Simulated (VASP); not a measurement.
Set up this calculation in VASP 6.6.1, as the native input.

| Property | Result |
| --- | --- |
| Task | single point |
| Functional | PBE |
| Potentials or basis | VASP PAW PBE potentials, release 64 (Si, O) |
| Cutoff | 520 eV |
| k mesh | 4 × 3 × 3 |
| Occupations | fermi-dirac, width 0.3447 eV |
| Spin | no spin polarisation |
| Dipole correction | no |
| Further INCAR settings | LREAL = Auto; ALGO = Normal; EDIFF = 1e-06; NBANDS = 72 |

The structure of SiO2 lies in POSCAR:

```
SiO2
1.0
    6.6428910000     -0.3072380000     -0.0953950000
   -0.3072380000      7.1979710000     -0.1658230000
   -0.0953950000     -0.1658230000      6.9363230000
Si O
7 14
Direct
    0.5400136334      0.1102493205      0.4186176118
    0.2640210910      0.2462687364      0.0237016401
    0.4899398154      0.5704980321      0.4424865237
    0.0807723501      0.9400995658      0.6991898973
    0.6294396493      0.8701433821      0.7567085149
    0.9868954061      0.9776979988      0.2447340764
    0.2443583839      0.6878094817      0.0145763778
    0.1480359589      0.7498876452      0.7724199590
    0.2157349728      0.1395218230      0.7999657924
    0.2927334164      0.5848541028      0.3214067413
    0.2532982423      0.4492487299      0.9562686656
    0.0725412284      0.7869587764      0.1335876560
    0.5696860533      0.0408374636      0.6658446865
    0.8560207884      0.9567454754      0.7510477494
    0.1039238988      0.9578265444      0.4739671200
    0.4706867104      0.1959380817      0.1504536168
    0.1034407384      0.1763027452      0.1560308642
    0.6154742692      0.7202552957      0.6026741862
    0.7712588258      0.0006726391      0.3891267355
    0.5177052070      0.7519440187      0.0272188739
    0.5556899436      0.3648055782      0.4470712659
```

One way to write it, as run:

INCAR

```
SYSTEM = SiO2
PREC     = Accurate       ! precision mode
ENCUT    = 520            ! plane-wave cutoff, eV
EDIFF    = 1E-6           ! SCF threshold, eV
ISMEAR   = -1             ! smearing method
SIGMA    = 0.3447         ! smearing width, eV
LREAL    = Auto         
LASPH    = .TRUE.         ! aspherical terms in the spheres
NELM     = 80             ! most SCF steps
ALGO     = Normal         ! electronic algorithm
ISIF     = 2              ! what is computed and relaxed
LWAVE    = .FALSE.        ! write WAVECAR
LCHARG   = .TRUE.         ! write CHGCAR
GGA      = PE             ! functional
LELF     = .TRUE.         ! ELF
LVHAR    = .TRUE.       
NBANDS   = 72             ! bands
```

KPOINTS

```
Automatic mesh
0
G
  4 3 3
  0 0 0
```

Potentials or basis: VASP PAW PBE potentials, release 64 (Si, O).

Run with:

```bash
$ cat potpaw_PBE.64/Si/POTCAR potpaw_PBE.64/O/POTCAR > POTCAR
$ mpirun -np 1 vasp_std > vasp.out
```

Results of the run:

```json
{"Pressure": "-2.6 GPa", "Largest force": "10.711 eV/Å", "Band gap on the k mesh": "1.35 eV (least direct gap 1.49 eV)"}
```

Caveat: the atoms stand as in a frame of molecular dynamics; so wide a smearing shifts energies and pressures.

Run time: 23 min on 1 thread of Intel Xeon 8259CL, on a shared host, peak memory 0.52 GiB.
